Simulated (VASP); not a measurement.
Set up this calculation in VASP 6.6.1, as the native input.

```yaml
Task: single point
Functional: r2SCAN
Dispersion: D3(BJ)
Potentials_or_basis: VASP PAW PBE potentials, release 64 (Ba_sv, Zr_sv, O_h)
Cutoff: 1480 eV
k_mesh: 5 × 5 × 5
Occupations: gaussian, width 0.3 eV
Spin: no spin polarisation
Dipole_correction: no
Further_INCAR_settings: ALGO = Normal; EDIFF = 1e-06; NBANDS = 28
```

BaZrO3:

```
Ba Zr O
1.0
     4.19395    0.00000    0.00000
     0.00000    4.19395    0.00000
     0.00000    0.00000    4.19395
Ba Zr O
1 1 3
Direct
  0.00000 0.00000 0.00000
  0.50000 0.50000 0.50000
  0.00000 0.50000 0.50000
  0.50000 0.00000 0.50000
  0.50000 0.50000 0.00000
```

These files were run (other wordings do the same):

POSCAR

```
BaZrO3
1.0
    4.1939477977      0.0000000000      0.0000000000
    0.0000000000      4.1939477977      0.0000000000
    0.0000000000      0.0000000000      4.1939477977
Ba Zr O
1 1 3
Direct
    0.0000000000      0.0000000000      0.0000000000
    0.5000000000      0.5000000000      0.5000000000
    0.0000000000      0.5000000000      0.5000000000
    0.5000000000      0.0000000000      0.5000000000
    0.5000000000      0.5000000000      0.0000000000
```

INCAR.step1

```
SYSTEM = BaZrO3
ALGO = Normal ; EDIFF = 1E-5
ENCUT = 1480 ; GGA = PE
GGA_COMPAT = .FALSE. ; ISMEAR = 0
LASPH = .TRUE. ; LCHARG = .FALSE.
LREAL = .FALSE. ; LWAVE = .TRUE.
NBANDS = 28 ; NELM = 120
PREC = Accurate ; SIGMA = 0.3
```

INCAR.step2

```
SYSTEM = BaZrO3
ALGO = Normal ; EDIFF = 1E-6
ENCUT = 1480 ; GGA_COMPAT = .FALSE.
ISIF = 2 ; ISMEAR = 0
ISTART = 1 ; IVDW = 12
LASPH = .TRUE. ; LCHARG = .FALSE.
LMIXTAU = .TRUE. ; LREAL = .FALSE.
LWAVE = .FALSE. ; METAGGA = R2SCAN
NBANDS = 28 ; NELM = 120
PREC = Accurate ; SIGMA = 0.3
VDW_A1 = 0.49484001 ; VDW_A2 = 5.73083694
VDW_S6 = 1.0 ; VDW_S8 = 0.78981345
```

KPOINTS

```
k-points
0
G
  5 5 5
  0 0 0
```

Potentials or basis: VASP PAW PBE potentials, release 64 (Ba_sv, Zr_sv, O_h).

The run is started by

```sh
$ cat potpaw_PBE.64/Ba_sv/POTCAR potpaw_PBE.64/Zr_sv/POTCAR potpaw_PBE.64/O_h/POTCAR > POTCAR
$ cp INCAR.step1 INCAR
$ mpirun -np 1 vasp_std > vasp.out
$ cp INCAR.step2 INCAR
$ mpirun -np 1 vasp_std > vasp.out
```

Results of the run:

```yaml
Pressure: 0.9 GPa
Band_gap_on_the_k_mesh: 3.82 eV (least direct gap 3.95 eV)
Dispersion_energy_per_atom: -0.118 eV
```

Caveat: so wide a smearing shifts energies and pressures; the PAW data sets were made with another functional, which shifts forces and pressure a little; spin-orbit coupling is left out, which moves the levels of the heavy elements; an odd mesh through Γ misses points on the zone boundary, where band edges can lie.

It took 12 min on 1 thread of AMD EPYC 7571, with other jobs on the host, peak memory 0.48 GiB.
